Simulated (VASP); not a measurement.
Set up this calculation in VASP 6.6.1, as the native input.

* Task: single point
* Functional: PBE
* Dispersion: D3(BJ)
* Potentials or basis: VASP PAW PBE potentials, release 64 (C, H)
* Cutoff: 520 eV
* k mesh: 1 × 1 × 1
* Occupations: fermi-dirac, width 0.02 eV
* Spin: no spin polarisation
* Dipole correction: no
* Further INCAR settings: LREAL = Auto; ALGO = Normal; EDIFF = 1e-06; NBANDS = 58

The structure of H4C lies in POSCAR:

```
H4C
1.0
    7.9581140000      0.0000000000      0.0000000000
    0.0000000000      7.9581140000      0.0000000000
    0.0000000000      0.0000000000      7.9581140000
C H
8 32
Direct
    0.8000136716      0.0332993471      0.1800803557
    0.1784845002      0.9510670493      0.8469720338
    0.5792201519      0.0241640168      0.5853648239
    0.5638270575      0.5465365286      0.7267174107
    0.2943662280      0.5649328472      0.0730449451
    0.0551763898      0.6043643004      0.5885062717
    0.7090624738      0.5535733718      0.2579631305
    0.1777808159      0.1111695560      0.3853174257
    0.8879993426      0.0807226436      0.0925219217
    0.6872105627     -0.0028775662      0.1122250825
    0.7848467614      0.1255950845      0.2777793834
    0.8635463126     -0.0807100778      0.2303309553
    0.2448067469      0.9966054771      0.9559551421
    0.0391298742      0.9469580355      0.8662353920
    0.2330074689      0.8236122277      0.8186236086
    0.2052622016      1.0419805497      0.7477022822
    0.5238678410      0.1208829127      0.6709127313
    0.6936316821     -0.0456138226      0.6221700267
    0.6120796963      0.0917931058      0.4709909911
    0.4816467821     -0.0637462595      0.5462349496
    0.6995250382      0.5365090271      0.7589737971
    0.5049186277      0.6774218112      0.7195423438
    0.4754769786      0.4682390828      0.7978649213
    0.5677475844      0.5046170487      0.5902277851
    0.2323163503      0.6717546394      0.0199921740
    0.2910362933      0.5679109397      0.2076497019
    0.4183780227      0.5441615941      0.0330731628
    0.2196751642      0.4593048051      0.0327464522
    0.1842145011      0.6176337760      0.6406040426
   -0.0343800051      0.5592405437      0.6820711540
    0.0480892835      0.5234531699      0.4805284267
    0.0105301331      0.7282378714      0.5418620543
    0.7070770788      0.4159779566      0.2985129391
    0.7471996506      0.6425894376      0.3619324880
    0.5820725865      0.5826380472      0.2192856247
    0.7976890002      0.5733267958      0.1637950901
    0.3086409669      0.1444689031      0.4114291401
    0.1485025221     -0.0060190141      0.4534742780
    0.1485527852      0.1085307398      0.2508885899
    0.1087820556      0.2121608210      0.4471285533
```

These files were run (other wordings do the same):

INCAR

```
PREC = Accurate ; ENCUT = 520
EDIFF = 1E-6 ; ISMEAR = -1
SIGMA = 0.02 ; LREAL = Auto
LASPH = T ; NELM = 120
ALGO = Normal ; ISIF = 2
LWAVE = F ; LCHARG = F
GGA = PE ; IVDW = 12
NBANDS = 58 ; GGA_COMPAT = F
```

KPOINTS

```
Automatic mesh
0
Gamma
  1 1 1
```

Potentials or basis: VASP PAW PBE potentials, release 64 (C, H).

Command:

```console
$ cat potpaw_PBE.64/C/POTCAR potpaw_PBE.64/H/POTCAR > POTCAR
$ mpirun -np 1 vasp_gam > vasp.out
```

It gave:

| Item | Value |
| --- | --- |
| Pressure | 0.2 GPa |
| Largest force | 2.818 eV/Å |
| Band gap on the k mesh | 6.96 eV |
| Dispersion energy per atom | -0.026 eV |

Caveat: the k points lie up to 0.79 Å⁻¹ apart.

Wall time 44 s on 1 thread of Intel(R) Xeon(R) 6975P-C (Granite Rapids), with other jobs on the host, peak memory 0.45 GiB.
